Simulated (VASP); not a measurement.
Here is a VASP 6.6.1 calculation.

INCAR

```
  ALGO = Normal
  EDIFF = 1E-6
  ENCUT = 520
  GGA = PE
  ISIF = 2
  ISMEAR = 0
  LASPH = T
  LCHARG = T
  LELF = T
  LREAL = F
  LVHAR = T
  LWAVE = F
  NBANDS = 36
  NELM = 80
  PREC = Accurate
  SIGMA = 0.1
```

Contents of KPOINTS:

```
k-points
0
Gamma
  10 10 4
```

The input POSCAR:

```
Cd3SeS2
1.0
    3.8744540613      0.0000000000      0.0000000000
    0.0000000000      3.8744540613      0.0000000000
    0.0000000000      0.0000000000      9.5319236165
Cd Se S
3 1 2
Direct
    0.0000000000      0.0000000000      0.0000000000
    0.0000000000      0.0000000000      0.3511053153
    0.0000000000      0.0000000000      0.6488946847
    0.5000000000      0.5000000000      0.0000000000
    0.5000000000      0.5000000000      0.7260138089
    0.5000000000      0.5000000000      0.2739861911
```

Potentials or basis: VASP PAW PBE potentials, release 64 (Cd, Se, S).

Run with:

```console
$ cat potpaw_PBE.64/Cd/POTCAR potpaw_PBE.64/Se/POTCAR potpaw_PBE.64/S/POTCAR > POTCAR
$ mpirun -np 1 vasp_std > vasp.out
```

Task: What does it give for the band gap on the k mesh?

Result: Zero (band 27 reaches 3.31 eV, above the bottom of band 28 at 1.34 eV).

Task: Predict the largest force.

Result: 0.013 eV/Å.

Forces on the atoms (eV/Å):
```
Cd   0.000  0.000  0.000
Cd   0.000  0.000 -0.006
Cd   0.000  0.000  0.006
Se   0.000  0.000  0.000
S    0.000  0.000  0.013
S    0.000  0.000 -0.013
```
